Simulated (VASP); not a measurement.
Write the native input for VASP 6.6.1 that does the following.

```
Task                   : single point
Functional             : PBE
Dispersion             : D3(BJ)
Potentials or basis    : VASP PAW PBE potentials, release 64 (Sr_sv, Cd, Cl)
Cutoff                 : 520 eV
k mesh                 : 6 × 6 × 2
Occupations            : gaussian, width 0.1 eV
Spin                   : no spin polarisation
Dipole correction      : no
Further INCAR settings : ALGO = Normal; EDIFF = 1e-06; NBANDS = 34
```

The structure of SrCdCl4 lies in POSCAR:

```
SrCdCl4
1.0
    3.9705960500      0.0000000000      0.0000000000
   -1.9852980300      3.4386370500      0.0000000000
    0.0000000000      0.0000000000     11.3625788800
Sr Cd Cl
1 1 4
Direct
    0.0000000000      0.0000000000      0.0000000000
    0.0000000000      0.0000000000      0.5000000000
    0.3333333300      0.6666666700      0.8229462200
    0.6666666700      0.3333333300      0.1770537800
    0.3333333300      0.6666666700      0.3920404900
    0.6666666700      0.3333333300      0.6079595100
```

The input as run:

INCAR

```
ALGO = Normal
EDIFF = 1E-6
ENCUT = 520
GGA = PE
ISIF = 2
ISMEAR = 0
IVDW = 12
LASPH = True
LCHARG = False
LREAL = False
LWAVE = False
NBANDS = 34
NELM = 60
PREC = Accurate
SIGMA = 0.1
```

KPOINTS

```
k-points
0
Gamma
  6 6 2
```

Potentials or basis: VASP PAW PBE potentials, release 64 (Sr_sv, Cd, Cl).

Run with:

```bash
$ cat potpaw_PBE.64/Sr_sv/POTCAR potpaw_PBE.64/Cd/POTCAR potpaw_PBE.64/Cl/POTCAR > POTCAR
$ mpirun -np 1 vasp_std > vasp.out
```

It gave:

| Item | Value |
| --- | --- |
| Pressure | 0.7 GPa |
| Largest force | 1.882 eV/Å |
| Band gap on the k mesh | 3.25 eV (least direct gap 3.27 eV) |
| Dispersion energy per atom | -0.240 eV |

Caveat: the stress differs along the axes, from -3 to 2 GPa; forces of over 1 eV/Å act on the atoms, so gaps and moduli don't describe the material at rest.

Run time: 72 s on 1 thread of Intel(R) Xeon(R) Platinum 8375C CPU @ 2.90GHz (Ice Lake), with other jobs on the host, peak memory 0.31 GiB.
